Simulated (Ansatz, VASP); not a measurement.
## RbLa2Cl2 in VASP and in Ansatz

```
Rb La Cl
1.0
    -2.93999    2.93999    5.95628
     2.93999   -2.93999    5.95628
     2.93999    2.93999   -5.95628
Rb La Cl
1 2 2
Direct
  0.00000 0.00000 0.00000
  0.37431 0.37431 0.00000
  0.62569 0.62569 0.00000
  0.50000 0.00000 0.50000
  0.00000 0.50000 0.50000
```

Alike in both runs: functional PBE; k mesh 4 × 4 × 4; occupations gaussian, width 0.1 eV; no spin polarisation.

Ansatz relaxed the structure, and its values are those at the end. VASP's run is a single point on that final structure, the one shown.

|  | VASP | Ansatz |
| --- | --- | --- |
| version | VASP 6.6.1 | Ansatz 0.2.0 |
| potentials or method | VASP PAW PBE potentials, release 64 (Rb_sv, La, Cl), cutoff 520 eV | scalar-relativistic, plane waves, PAW |
| valence electrons in the cell | 45 | 45 |

Ansatz gave:

- gap on the k mesh at the Fermi level (eV): none
- pressure (GPa): -0.1
- rms of the force components (eV/Å): 0.011

Q: Estimate VASP's values.

A: gap on the k mesh at the Fermi level (eV): none; pressure (GPa): -0.1; rms of the force components (eV/Å): 0.014.

A gap of «none» marks a metal or a gap that the smearing closes. The functional is the same, so the differences come from potentials, cutoffs and numerics.

The k mesh is coarse, so the values compare programs but aren't converged. Spin-orbit coupling is off throughout.
